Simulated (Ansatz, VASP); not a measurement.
One calculation of SrGaGe, two programs

File INCAR:

```
PREC = Accurate
ENCUT = 520
EDIFF = 1E-7
ISMEAR = 0
SIGMA = 0.15
LREAL = F
LASPH = T
NELM = 100
ALGO = Normal
ISIF = 2
LWAVE = F
LCHARG = F
GGA = CA
NBANDS = 26
```

The input KPOINTS:

```
Automatic mesh
0
Gamma
  8 8 6
```

The input POSCAR:

```
SrGaGe
1.0
    4.2694062100      0.0000000000      0.0000000000
   -2.1347031000      3.6974142300      0.0000000000
    0.0000000000      0.0000000000      4.7116895000
Sr Ga Ge
1 1 1
Direct
    0.0000000000      0.0000000000      0.0000000000
    0.3333333333      0.6666666667      0.5000000000
    0.6666666667      0.3333333333      0.5000000000
```

Input for Ansatz:

```yaml
crystal:
  lattice:
    - [4.26940621, 0.0, 0.0]
    - [-2.1347031, 3.69741423, 0.0]
    - [0.0, 0.0, 4.7116895]
  atoms:
    - { symbol: Sr, position: [0.0, 0.0, 0.0] }
    - { symbol: Ga, position: [0.33333333333333337, 0.6666666666666666, 0.5] }
    - { symbol: Ge, position: [0.6666666666666667, 0.3333333333333333, 0.5] }
kpoints:
  mp_grid:
    grid: [8, 8, 6]
hamiltonian:
  xc: lda
  pseudopotentials:
    kind: all_electron
    lapw: {}
scf:
  convergence:
    dr2_threshold: 1.0e-08
  occupations:
    method: gaussian
    width: 0.15
output:
  forces: true
  stress: true
  eigenvalues: true
```

Alike in both runs: task single point; functional LDA; k mesh 8 × 8 × 6; occupations gaussian, width 0.15 eV; no spin polarisation.

```csv
,VASP,Ansatz
version,VASP 6.6.1,Ansatz 0.2.0
potentials or method,"VASP PAW LDA potentials, release 64 (Sr_sv, Ga_d, Ge_d), cutoff 520 eV",all-electron (LAPW or listed datasets)
```

|  | VASP | Ansatz | Ansatz less VASP |
| --- | --- | --- | --- |
| gap on the k mesh at the Fermi level (eV) | none | none | - |
| pressure (GPa) | -2.9 | -3.0 | -0.13 |
| traceless stress, the component that is largest in VASP (GPa) | -0.12 | -0.09 | +0.032 |

LDA's correlation is that of Perdew and Zunger in VASP and of Perdew and Wang (1992) in Ansatz. A gap of «none» marks a metal or a gap that the smearing closes. Ansatz ran all-electron here, and VASP with PAW potentials.
